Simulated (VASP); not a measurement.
# Re in VASP: a series of runs

Runs on Re. Level: PBE. Tasks: single point.

Program: VASP 6.6.1. These are calculated values, not measurements. Logs are shortened: lines on timing, memory, paths and dates and some standing lists are left out, and cuts for length are marked.

**1. The cell of the first run**

The cell holds a slab with vacuum, 7 atoms: a = 2.775 Å, b = 2.775 Å, c = 28.452 Å, α = 90.00°, β = 90.00°, γ = 120.00°.

**2. Single point, PBE**

Input file INCAR:

```
PREC     = Accurate       # precision mode
ENCUT    = 520            # plane-wave cutoff, eV
EDIFF    = 1E-7           # SCF threshold, eV
ISMEAR   = 0              # smearing method
SIGMA    = 0.1            # smearing width, eV
LREAL    = F              # projectors in reciprocal space
LASPH    = T              # aspherical terms in the spheres
NELM     = 80             # most SCF steps
ALGO     = Fast           # electronic algorithm
ISIF     = 2              # what is computed and relaxed
LWAVE    = F              # write WAVECAR
LCHARG   = T              # write CHGCAR
LDIPOL   = T            
IDIPOL   = 3            
DIPOL    = 0.5 0.5 0.500
GGA      = PE             # functional
LELF     = T              # ELF
LVHAR    = T            
LVACPOTAV= T            
NBANDS   = 34             # bands
```

Input file KPOINTS:

```
Automatic mesh
0
Gamma
  15 15 1
```

Input file POSCAR:

```
Re
1.0
    2.7748915462      0.0000000000      0.0000000000
   -1.3874457731      2.4031265718      0.0000000000
    0.0000000000      0.0000000000     28.4523938797
Re
7
Direct
    0.3333333333      0.6666666667      0.2635982066
    0.6666666667      0.3333333333      0.3423988044
    0.3333333333      0.6666666667      0.4211994022
    0.6666666667      0.3333333333      0.5000000000
    0.3333333333      0.6666666667      0.5788005978
    0.6666666667      0.3333333333      0.6576011956
    0.3333333333      0.6666666667      0.7364017934
```

Potentials or basis: VASP PAW PBE potentials, release 64 (Re).

The run is started by

```console
cat potpaw_PBE.64/Re/POTCAR > POTCAR
mpirun -np 1 vasp_std > vasp.out
```

OUTCAR:

```text
PREC = Accurate
   ENCUT = 520
   EDIFF = 1E-7
   ISMEAR = 0
   LREAL = F
   LASPH = T
   NELM = 80
   ISIF = 2
   GGA = PE

 ion  position               nearest neighbor table
   1  0.333  0.667  0.264-   2 2.76   2 2.76   2 2.76
   2  0.667  0.333  0.342-   1 2.76   3 2.76   1 2.76   3 2.76   1 2.76   3 2.76
   3  0.333  0.667  0.421-   4 2.76   2 2.76   4 2.76   2 2.76   4 2.76   2 2.76
   4  0.667  0.333  0.500-   3 2.76   5 2.76   3 2.76   5 2.76   3 2.76   5 2.76
   5  0.333  0.667  0.579-   4 2.76   6 2.76   4 2.76   6 2.76   4 2.76   6 2.76
   6  0.667  0.333  0.658-   7 2.76   5 2.76   7 2.76   5 2.76   7 2.76   5 2.76
   7  0.333  0.667  0.736-   6 2.76   6 2.76   6 2.76

  LATTYP: Found a hexagonal cell.
 ALAT       =     2.7748915462
 C/A-ratio  =    10.2535156441

  Lattice vectors:

 A1 = (   2.7748915462,   0.0000000000,   0.0000000000)
 A2 = (  -1.3874457731,   2.4031265718,   0.0000000000)
 A3 = (   0.0000000000,   0.0000000000,  28.4523938797)

Analysis of symmetry for initial positions (statically):
=====================================================================
 Subroutine PRICEL returns:
 Original cell was already a primitive cell.

 Routine SETGRP: Setting up the symmetry group for a
 hexagonal supercell.

 Subroutine GETGRP returns: Found 12 space group operations
 (whereof 12 operations were pure point group operations)
 out of a pool of 24 trial point group operations.

The static configuration has the point symmetry D_3h.

Analysis of symmetry for dynamics (positions and initial velocities):
=====================================================================
 Subroutine PRICEL returns:
 Original cell was already a primitive cell.

 Routine SETGRP: Setting up the symmetry group for a
 hexagonal supercell.

 Subroutine GETGRP returns: Found 12 space group operations
 (whereof 12 operations were pure point group operations)
 out of a pool of 24 trial point group operations.

The dynamic configuration has the point symmetry D_3h.

 Subroutine INISYM returns: Found 12 space group operations
 (whereof 12 operations are pure point group operations),
 and found     1 'primitive' translations

----------------------------------------------------------------------------------------

                                     Primitive cell

  volume of cell :     189.7324

  direct lattice vectors                    reciprocal lattice vectors
     2.774891546  0.000000000  0.000000000     0.360374445  0.208062283  0.000000000
    -1.387445773  2.403126572  0.000000000     0.000000000  0.416124565  0.000000000
     0.000000000  0.000000000 28.452393880     0.000000000  0.000000000  0.035146428

  length of vectors
     2.774891546  2.774891546 28.452393880     0.416124565  0.416124565  0.035146428

  position of ions in fractional coordinates (direct lattice)
     0.333333333  0.666666667  0.263598207
     0.666666667  0.333333333  0.342398804
     0.333333333  0.666666667  0.421199402
     0.666666667  0.333333333  0.500000000
     0.333333333  0.666666667  0.578800598
     0.666666667  0.333333333  0.657601196
     0.333333333  0.666666667  0.736401793

  ion indices of the primitive-cell ions
   primitive index   ion index
                 1           1
                 2           2
                 3           3
                 4           4
                 5           5
                 6           6
                 7           7

----------------------------------------------------------------------------------------

 KPOINTS: Automatic mesh

Automatic generation of k-mesh.
 Grid dimensions read from file:
 generate k-points for:   15   15    1

 Generating k-lattice:

  Cartesian coordinates                     Fractional coordinates (reciprocal lattice)
     0.024024963  0.013870819  0.000000000     0.066666667  0.000000000  0.000000000
     0.000000000  0.027741638  0.000000000     0.000000000  0.066666667  0.000000000
     0.000000000  0.000000000  0.035146428     0.000000000  0.000000000  1.000000000

  Length of vectors
     0.027741638  0.027741638  0.035146428

  Shift w.r.t. Gamma in fractional coordinates (k-lattice)
     0.000000000  0.000000000  0.000000000

 Subroutine IBZKPT returns following result:
 ===========================================

 Found     27 irreducible k-points:

 Following reciprocal coordinates:
            Coordinates               Weight
  0.000000  0.000000  0.000000      1.000000
  0.066667  0.000000  0.000000      6.000000
  0.133333  0.000000  0.000000      6.000000
  0.200000  0.000000  0.000000      6.000000
  0.266667  0.000000  0.000000      6.000000
  0.333333 -0.000000  0.000000      6.000000
[... 16 lines left out ...]
  0.333333  0.200000  0.000000     12.000000
  0.400000  0.200000  0.000000      6.000000
 [... further k-points ...]
   k-points           NKPTS =     27   k-points in BZ     NKDIM =     27   number of bands    NBANDS=     34
   number of dos      NEDOS =    301   number of ions     NIONS =      7
   total plane-waves  NPLWV = 124416
   dimension x,y,z NGX =    24 NGY =   24 NGZ =  216
   dimension x,y,z NGXF=    48 NGYF=   48 NGZF=  432
   ions per type =               7
   NGX,Y,Z   is equivalent  to a cutoff of  14.38, 14.38, 12.62 a.u.
   NGXF,Y,Z  is equivalent  to a cutoff of  28.76, 28.76, 25.24 a.u.
 SYSTEM =  unknown system
   PREC   = accura    normal or accurate (medium, high low for compatibility)
   ISTART =      0    job   : 0-new  1-cont  2-samecut
   ICHARG =      2    charge: 1-file 2-atom 10-const
   ISPIN  =      1    spin polarized calculation?
   LNONCOLLINEAR =      F non collinear calculations
   LSORBIT =      F    spin-orbit coupling
   LASPH  =      T    aspherical Exc in radial PAW
   ENCUT  =  520.0 eV  38.22 Ry    6.18 a.u.   5.16  5.16 52.90*2*pi/ulx,y,z
   NELM   =     80;   NELMIN=  2; NELMDL= -5     # of ELM steps
   EDIFF  = 0.1E-06   stopping-criterion for ELM
   LREAL  =      F    real-space projection
   EDIFFG = 0.1E-05   stopping-criterion for IOM
   NSW    =      0    number of steps for IOM
   IBRION =     -1    ionic relax: 0-MD 1-quasi-New 2-CG
   NFREE  =      0    steps in history (QN), initial steepest desc. (CG)
   ISIF   =      2    stress and relaxation
   ISYM   =      2    0-nonsym 1-usesym 2-fastsym
   POTIM  = 0.5000    time-step for ionic-motion
   TEBEG  =    0.0;   TEEND  =   0.0 temperature during run
   PSTRESS=    0.0 pullay stress
   NELECT =      49.0000    total number of electrons
   NUPDOWN=      -1.0000    fix difference up-down
   EMIN   =  10.00;   EMAX   =-10.00  energy-range for DOS
   EFERMI =   0.00;   METHOD = LEGACY
   ISMEAR =     0;   SIGMA  =   0.10  broadening in eV -4-tet -1-fermi 0-gaus
   EFERMI_NEDOS =   21; number of points for ismear=-14 and -15
   IALGO  =     68    algorithm
   IMIX   =      4    mixing-type and parameters
     AMIX     =   0.40;   BMIX     =  1.00
     AMIX_MAG =   1.60;   BMIX_MAG =  1.00
  volume/ion in A,a.u.               =      27.10       182.91
  Fermi-wavevector in a.u.,A,eV,Ry     =   1.042541  1.970116 14.788052  1.086891
  Thomas-Fermi vector in A             =   2.177210
   LORBIT       =      0    0 simple, 1 ext, 2 COOP (PROOUT), +10 PAW based schemes
   GGA     = PE    functional components
   LHFCALC =     F    Hartree Fock is set to
   AEXX    =    0.0000 exact exchange contribution
   IVDW    =     0    specifies the selected vdW correction
   LEPSILON=     F    determine dielectric tensor
   LRPA    =     F    only Hartree local field effects (RPA)
 non-spin polarized calculation
 RMM-DIIS sequential band-by-band and
 Gauss-broadening in eV      SIGMA  =   0.10
  energy-cutoff  :      520.00
  volume of cell :      189.73
 maximum number of plane-waves:      5141
 NGX is ok and might be reduce to    24
   NGX = 11   NGY = 11   NGZ =105

 number of electron      48.9999998 magnetization

 dipolmoment           0.000000      0.000000     -0.000000 electrons x Angstroem

 Free energy of the ion-electron system (eV)
  ---------------------------------------------------
  ext. energy  EPLUGINS =         0.00000000
  ---------------------------------------------------
  free energy    TOTEN  =       -84.62433044 eV

  energy without entropy =      -84.59562785  energy(sigma->0) =      -84.60997914

 E-fermi :   2.0748     XC(G=0):  -8.2685

 val. band max:        2.0532648973   @ k =   0.2000   0.0000   0.0000
 cond. band min:       2.0798427064   @ k =   0.1333   0.1333   0.0000
 fundamental gap:      0.0265778091
 Fermi energy:         2.0747792256

 k-point     1 :       0.0000    0.0000    0.0000
  band No.  band energies     occupation
      1      -7.5063      2.00000
      2      -6.9582      2.00000
      3      -6.0992      2.00000
      4      -5.1964      2.00000
      5      -4.5979      2.00000
      6      -4.4212      2.00000
[... 26 lines left out ...]
     33       3.7022      0.00000
     34       6.7874      0.00000

 k-point     2 :       0.0667    0.0000    0.0000
  band No.  band energies     occupation
      1      -7.3295      2.00000
      2      -6.7863      2.00000
      3      -5.9309      2.00000
      4      -5.0234      2.00000
      5      -4.4155      2.00000
      6      -4.2484      2.00000
[... 26 lines left out ...]
     33       3.0001      0.00000
     34       6.8525      0.00000

 k-point     3 :       0.1333    0.0000    0.0000
  band No.  band energies     occupation
      1      -6.8223      2.00000
      2      -6.2986      2.00000
      3      -5.4627      2.00000
      4      -4.5495      2.00000
      5      -3.9119      2.00000
      6      -3.7751      2.00000
[... 26 lines left out ...]
     33       2.9887      0.00000
     34       7.2110      0.00000
[... 704 lines left out ...]
 k-point    23 :       0.3333    0.2000    0.0000
  band No.  band energies     occupation
      1      -3.3192      2.00000
      2      -3.3133      2.00000
      3      -2.9829      2.00000
      4      -2.9551      2.00000
      5      -2.4833      2.00000
      6      -2.4621      2.00000
[... 26 lines left out ...]
     33       5.7433      0.00000
     34       6.0530      0.00000

 k-point    24 :       0.4000    0.2000    0.0000
  band No.  band energies     occupation
      1      -3.3541      2.00000
      2      -3.3534      2.00000
      3      -3.0298      2.00000
      4      -2.9213      2.00000
      5      -2.5454      2.00000
      6      -2.4266      2.00000
[... 26 lines left out ...]
     33       5.5964      0.00000
     34       5.8792      0.00000

 [... further k-points ...]

------------------------ aborting loop because EDIFF is reached ----------------------------------------

  FORCE on cell =-STRESS in cart. coord.  units (eV):
  Direction    XX          YY          ZZ          XY          YZ          ZX
  --------------------------------------------------------------------------------------
  -------------------------------------------------------------------------------------
  Total       -5.6208345     -5.6208345     -4.8561920      0.0000000     -0.0000000     -0.0000000
  in kB      -47.4646092    -47.4646092    -41.0076572      0.0000000     -0.0000000     -0.0000000
  external PRESSURE =     -45.3122919 kB  Pullay stress =       0.0000000 kB

 VOLUME and BASIS-vectors are now :
 -----------------------------------------------------------------------------
  energy-cutoff  :      520.00
  volume of cell :      189.73
      direct lattice vectors                 reciprocal lattice vectors
     2.774891546  0.000000000  0.000000000     0.360374445  0.208062283  0.000000000
    -1.387445773  2.403126572  0.000000000     0.000000000  0.416124565  0.000000000
     0.000000000  0.000000000 28.452393880     0.000000000  0.000000000  0.035146428

 POSITION                                       TOTAL-FORCE (eV/Angst)
 -----------------------------------------------------------------------------------
     -0.00000      1.60208      7.50000         0.000000      0.000000      1.147716
      1.38745      0.80104      9.74207        -0.000000     -0.000000     -1.297255
     -0.00000      1.60208     11.98413         0.000000      0.000000      0.208223
      1.38745      0.80104     14.22620         0.000000      0.000000      0.000000
     -0.00000      1.60208     16.46826         0.000000      0.000000     -0.208223
      1.38745      0.80104     18.71033        -0.000000     -0.000000      1.297255
     -0.00000      1.60208     20.95239        -0.000000      0.000000     -1.147716
 -----------------------------------------------------------------------------------
    total drift:                                0.000000     -0.000000      0.000000

  FREE ENERGIE OF THE ION-ELECTRON SYSTEM (eV)
  ---------------------------------------------------
  free  energy   TOTEN  =       -84.6243304391 eV

  energy  without entropy=      -84.5956278485  energy(sigma->0) =      -84.60997914

 vacuum level on the upper side and lower side of the slab         7.115         7.115
```

Wall time 10 min (1 thread of Intel Xeon 6975P-C (Granite Rapids), shared host); peak memory 0.42 GiB.

What came out:

```
Free energy            : -84.6243 eV
Largest force          : 1.297 eV/Å
Band gap on the k mesh : zero (an odd number of electrons rules out a gap without spin polarisation)
```

Forces on the atoms (eV/Å):
```
Re   0.000  0.000  1.148
Re   0.000  0.000 -1.297
Re   0.000  0.000  0.208
Re   0.000  0.000  0.000
Re   0.000  0.000 -0.208
Re   0.000  0.000  1.297
Re   0.000  0.000 -1.148
```

Caveat: spin-orbit coupling is left out, which moves the levels of the heavy elements.

(Part 1 of 2 ends here.)

The gap in the log of VASP goes by the Fermi energy; the results here count the filled bands.